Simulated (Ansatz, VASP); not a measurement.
## One calculation of GdSbTe3, two programs

Contents of INCAR:

```
SYSTEM = GdSbTe3
  PREC = Accurate
  ENCUT = 520
  EDIFF = 1E-6
  ISMEAR = 0
  SIGMA = 0.1
  LREAL = .False.
  LASPH = .True.
  NELM = 150
  ALGO = Normal
  ISIF = 2
  LWAVE = .False.
  LCHARG = .True.
  ISPIN = 2
  MAGMOM = 7 0 0 0 0
  LORBIT = 11
  LMAXMIX = 6
  GGA = PE
  LELF = .True.
  LVHAR = .True.
  NBANDS = 32
```

KPOINTS

```
Automatic mesh
0
Gamma
  4 4 4
  0 0 0
```

Contents of POSCAR:

```
GdSbTe3
1.0
    5.2921122600      0.0000000000      0.0000000000
    0.0000000000      5.2921122600      0.0000000000
    0.0000000000      0.0000000000      5.2921122600
Gd Sb Te
1 1 3
Direct
    0.0000000000      0.0000000000      0.0000000000
    0.5000000000      0.5000000000      0.5000000000
    0.0000000000      0.5000000000      0.5000000000
    0.5000000000      0.5000000000      0.0000000000
    0.5000000000      0.0000000000      0.5000000000
```

Input for Ansatz:

```yaml
crystal:
  lattice:
    - [5.29211226, 0.0, 0.0]
    - [0.0, 5.29211226, 0.0]
    - [0.0, 0.0, 5.29211226]
  atoms:
    - { symbol: Gd, position: [0.0, 0.0, 0.0], spin: 7.0 }
    - { symbol: Sb, position: [0.5, 0.5, 0.5] }
    - { symbol: Te, position: [0.0, 0.5, 0.5] }
    - { symbol: Te, position: [0.5, 0.5, 0.0] }
    - { symbol: Te, position: [0.5, 0.0, 0.5] }
basis:
  ecutwfc: 420
kpoints:
  mp_grid: { grid: [4, 4, 4] }
hamiltonian:
  xc: pbe
scf:
  occupations: { method: gaussian, width: 0.1 }
  lower_state_search: "off"
output:
  forces: true
  stress: true
  eigenvalues: true
  populations: true
magnetization:
  spin_polarized: true
```

Change from the starting cell: species swapped into the YbRh3C type (Pm-3m, No. 221).

Alike in both runs: task single point; functional PBE; k mesh 4 × 4 × 4; occupations gaussian, width 0.1 eV; collinear spin.

```csv
,VASP,Ansatz
version,VASP 6.6.1,Ansatz 0.2.0
potentials or method,"VASP PAW PBE potentials, release 64 (Gd, Sb, Te), cutoff 520 eV","scalar-relativistic, plane waves, PAW"
valence electrons in the cell,41,81
```

|  | VASP | Ansatz | Ansatz less VASP |
| --- | --- | --- | --- |
| gap on the k mesh at the Fermi level (eV) | none | none | - |
| pressure (GPa) | 15.1 | 14.9 | -0.22 |
| net moment per atom (μB) | 1.34 | 1.34 | -0.002 |
| size of the moment on the site where the two differ most (μB) | 6.53 | 6.74 | +0.205 |

Site moments also hang on the region over which each program counts them. A gap of «none» marks a metal or a gap that the smearing closes. VASP's potentials hold 41 valence electrons a cell and Ansatz's 81, so a difference there can come from the potentials and not from the codes.

Neither program's run includes spin-orbit coupling.
